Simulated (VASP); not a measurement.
Input of a VASP 6.6.1 run:

POSCAR

```
PtS2
1.0
    3.6575749051      0.0000000000      0.0000000000
   -1.8287874525      3.1675527841      0.0000000000
    0.0000000000      0.0000000000      5.2014530458
Pt S
1 2
Direct
    0.0000000000      0.0000000000      0.0000000000
    0.6666666667      0.3333333333      0.7730000000
    0.3333333333      0.6666666667      0.2270000000
```

Contents of INCAR.step1:

```
SYSTEM = PtS2
  GGA = BO
  LUSE_VDW = .TRUE.
  AGGAC = 0.0
  PARAM1 = 0.1833333333
  PARAM2 = 0.22
  ISMEAR = 0
  SIGMA = 0.03
  LWAVE = .FALSE.
  LCHARG = .FALSE.
  NSW = 80
  PREC = Accurate
  LASPH = .TRUE.
  LREAL = .FALSE.
  ALGO = Normal
  EDIFF = 1E-6
  NELM = 120
  GGA_COMPAT = .FALSE.
  IBRION = 2
  ISIF = 3
  EDIFFG = -0.005
  NELMIN = 4
  ENCUT = 390
  EFERMI = MIDGAP
  KPAR = 2
  POTIM = 0.5
```

INCAR.step3

```
SYSTEM = PtS2
  GGA = BO
  LUSE_VDW = .TRUE.
  AGGAC = 0.0
  PARAM1 = 0.1833333333
  PARAM2 = 0.22
  ISMEAR = 0
  SIGMA = 0.03
  LWAVE = .FALSE.
  LCHARG = .FALSE.
  PREC = Accurate
  LASPH = .TRUE.
  LREAL = .FALSE.
  ALGO = Normal
  EDIFF = 1E-6
  NELM = 120
  GGA_COMPAT = .FALSE.
  ISIF = 2
  ENCUT = 390
  EFERMI = MIDGAP
  KPAR = 2
```

The input KPOINTS:

```
Automatic mesh
0
Gamma
  6 6 4
  0 0 0
```

Potentials or basis: VASP PAW PBE potentials, release 64 (Pt, S).

Command:

```console
$ cat potpaw_PBE.64/Pt/POTCAR potpaw_PBE.64/S/POTCAR > POTCAR
$ cp INCAR.step1 INCAR
$ cp POSCAR.step1 POSCAR
$ mpirun -np 2 vasp_std > vasp.out
$ cp CONTCAR POSCAR
$ mpirun -np 2 vasp_std > vasp.out
$ cp CONTCAR POSCAR
$ cp INCAR.step3 INCAR
$ mpirun -np 2 vasp_std > vasp.out
```

(1) Predict the space group after relaxing (to 0.1 Å).

(2) What does it give for the relaxed volume?

(3) Predict the relaxed cell.

Results:

(1) P-3m1 (No. 164).

(2) 18.93 Å³/atom.

(3) a = 3.597 Å, b = 3.597 Å, c = 5.068 Å, α = 90.00°, β = 90.00°, γ = 120.00°.

Caveat: the PAW data sets were made with another functional, which shifts forces and pressure a little; spin-orbit coupling is left out, which moves the levels of the heavy elements.
